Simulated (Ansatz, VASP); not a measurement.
One calculation of BN, two programs

The input INCAR:

```
ALGO     = Normal         # electronic algorithm
DIPOL    = 0.5 0.5 0.500
EDIFF    = 1E-6           # SCF threshold, eV
ENCUT    = 520            # plane-wave cutoff, eV
GGA      = PE             # functional
IDIPOL   = 3            
ISIF     = 2              # what is computed and relaxed
ISMEAR   = 0              # smearing method
IVDW     = 12             # dispersion correction
LASPH    = True           # aspherical terms in the spheres
LCHARG   = True           # write CHGCAR
LDIPOL   = True         
LELF     = True           # ELF
LREAL    = False          # projectors in reciprocal space
LVACPOTAV= True         
LVHAR    = True         
LWAVE    = False          # write WAVECAR
NBANDS   = 11             # bands
NELM     = 80             # most SCF steps
PREC     = Accurate       # precision mode
SIGMA    = 0.02           # smearing width, eV
```

Contents of KPOINTS:

```
k-points
0
Gamma
  12 12 1
```

The input POSCAR:

```
BN
1.0
    2.5450000000      0.0000000000      0.0000000000
   -1.2725000000      2.2040346526      0.0000000000
    0.0000000000      0.0000000000     26.0000000000
B N
1 1
Direct
    0.0000000000      0.0000000000      0.5082500000
    0.6666666667      0.3333333333      0.4917500000
```

Input for Ansatz:

```yaml
crystal:
  lattice:
    - [2.545, 0.0, 0.0]
    - [-1.2725, 2.2040346526, 0.0]
    - [0.0, 0.0, 26.0]
  atoms:
    - { symbol: B, position: [0.0, 0.0, 0.50825] }
    - { symbol: "N", position: [0.6666666667, 0.3333333333, 0.49175] }
  periodic: [true, true, false]
basis:
  ecutwfc: 420
kpoints:
  mp_grid: { grid: [12, 12, 1] }
hamiltonian:
  xc: pbe
  dispersion: d3bj
scf:
  occupations: { method: gaussian, width: 0.02 }
output:
  forces: true
  stress: true
  eigenvalues: true
```

Alike in both runs: task single point; functional PBE; dispersion D3(BJ); k mesh 12 × 12 × 1; occupations gaussian, width 0.02 eV; no spin polarisation.

```csv
,VASP,Ansatz
version,VASP 6.6.1,Ansatz 0.2.0
potentials or method,"VASP PAW PBE potentials, release 64 (B, N), cutoff 520 eV","scalar-relativistic, plane waves, PAW"
valence electrons in the cell,8,8
```

|  | VASP | Ansatz | Ansatz less VASP |
| --- | --- | --- | --- |
| gap on the k mesh at the Fermi level (eV) | 3.09 | 3.10 | +0.009 |
| least direct gap on the mesh (eV) | 3.17 | 3.16 | -0.002 |
| rms of the force components (eV/Å) | 3.577 | 3.579 | +0.0019 |

Atom by atom the forces differ by 0.002 eV/Å (rms over components).
